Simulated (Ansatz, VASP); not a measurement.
# Te in VASP and in Ansatz

INCAR

```
SYSTEM = Te
  PREC = Accurate
  ENCUT = 520
  EDIFF = 1E-6
  ISMEAR = -1
  SIGMA = 0.05
  LREAL = .False.
  LASPH = .True.
  NELM = 60
  ALGO = Normal
  ISIF = 2
  LWAVE = .False.
  LCHARG = .True.
  LELF = .True.
  LVHAR = .True.
  NBANDS = 16
```

The input KPOINTS:

```
Automatic mesh
0
Gamma
  7 7 5
  0 0 0
```

POSCAR

```
Te
1.0
    4.5413555111      0.0000000000      0.0000000000
   -2.2706777555      3.9329292402      0.0000000000
    0.0000000000      0.0000000000      6.0401863600
Te
3
Direct
    0.7310000000      0.7310000000      0.0000000000
    0.0000000000      0.2690000000      0.6666666667
    0.2690000000      0.0000000000      0.3333333333
```

File input.yaml:

```yaml
crystal:
  lattice:
    - [4.5413555111, 0.0, 0.0]
    - [-2.2706777555, 3.9329292402, 0.0]
    - [0.0, 0.0, 6.04018636]
  atoms:
    - { symbol: Te, position: [0.731, 0.731, 0.0] }
    - { symbol: Te, position: [0.0, 0.269, 0.6666666667] }
    - { symbol: Te, position: [0.269, 0.0, 0.3333333333] }
kpoints:
  mp_grid: { grid: [7, 7, 5] }
scf:
  occupations: { method: fermi_dirac, width: 0.05 }
hamiltonian:
  xc: lda
  pseudopotentials: { kind: all_electron, lapw: { basis_error: 0.002 } }
output:
  forces: true
  stress: true
  eigenvalues: true
```

Change from the starting cell: volume scaled by 1.06.

Alike in both runs: task single point; functional LDA; k mesh 7 × 7 × 5; occupations fermi-dirac, width 0.05 eV; no spin polarisation.

|  | VASP | Ansatz |
| --- | --- | --- |
| version | VASP 6.6.1 | Ansatz 0.2.0 |
| potentials or method | VASP PAW LDA potentials, release 64 (Te), cutoff 520 eV | all-electron LAPW, scalar-relativistic |

VASP gave:

* gap on the k mesh at the Fermi level (eV): 0.58
* least direct gap on the mesh (eV): 0.71
* pressure (GPa): -4.2
* traceless stress, the component that is largest in VASP (GPa): -0.68
* rms of the force components (eV/Å): 0.112

Estimate Ansatz's values.

gap on the k mesh at the Fermi level (eV): 0.59; least direct gap on the mesh (eV): 0.72; pressure (GPa): -4.2; traceless stress, the component that is largest in VASP (GPa): -0.72; rms of the force components (eV/Å): 0.126.

LDA's correlation is that of Perdew and Zunger in VASP and of Perdew and Wang (1992) in Ansatz. Atom by atom the forces differ by 0.013 eV/Å (rms over components). Ansatz ran all-electron here, and VASP with PAW potentials.

Spin-orbit coupling is off throughout.
